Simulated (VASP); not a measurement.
Write the native input for VASP 6.6.1 that does the following.

* Task: single point
* Functional: PBE
* Potentials or basis: VASP PAW PBE potentials, release 64 (Sn_d, Se)
* Cutoff: 520 eV
* k mesh: 12 × 12 × 1
* Occupations: gaussian, width 0.02 eV
* Spin: no spin polarisation
* Dipole correction: yes
* Further INCAR settings: ALGO = Normal; EDIFF = 1e-07; NBANDS = 20

The structure of SnSe2 lies in POSCAR:

```
SnSe2
1.0
    3.8686269592     -0.0000002930      0.0000000000
   -1.9343132258      3.3503293709      0.0000000000
    0.0000000000      0.0000000000     29.9369999200
Sn Se
1 2
Direct
    0.0000000000      0.0000000000      0.3006313266
    0.6666666667      0.3333333333      0.3539322493
    0.3333333333      0.6666666667      0.2473304039
```

The cell was generated, and may not be a known phase.

The input as run:

INCAR

```
SYSTEM = SnSe2
PREC = Accurate
ENCUT = 520
EDIFF = 1E-7
ISMEAR = 0
SIGMA = 0.02
LREAL = .False.
LASPH = .True.
NELM = 100
ALGO = Normal
ISIF = 2
LWAVE = .False.
LCHARG = .False.
LDIPOL = .True.
IDIPOL = 3
DIPOL = 0.5 0.5 0.301
GGA = PE
NBANDS = 20
```

KPOINTS

```
regular mesh
0
Gamma
  12 12 1
  0 0 0
```

Potentials or basis: VASP PAW PBE potentials, release 64 (Sn_d, Se).

Command:

```console
$ cat potpaw_PBE.64/Sn_d/POTCAR potpaw_PBE.64/Se/POTCAR > POTCAR
$ mpirun -np 1 vasp_std > vasp.out
```

It gave:

```
Largest force          : 0.007 eV/Å
Band gap on the k mesh : 0.79 eV (least direct gap 1.10 eV)
```

Caveat: semilocal functionals underestimate gaps, and a narrow one can read as zero; spin-orbit coupling is left out, which moves the levels of the heavy elements.

It took 6.8 min on 1 thread of Intel Xeon 8259CL (shared host), peak memory 0.56 GiB.
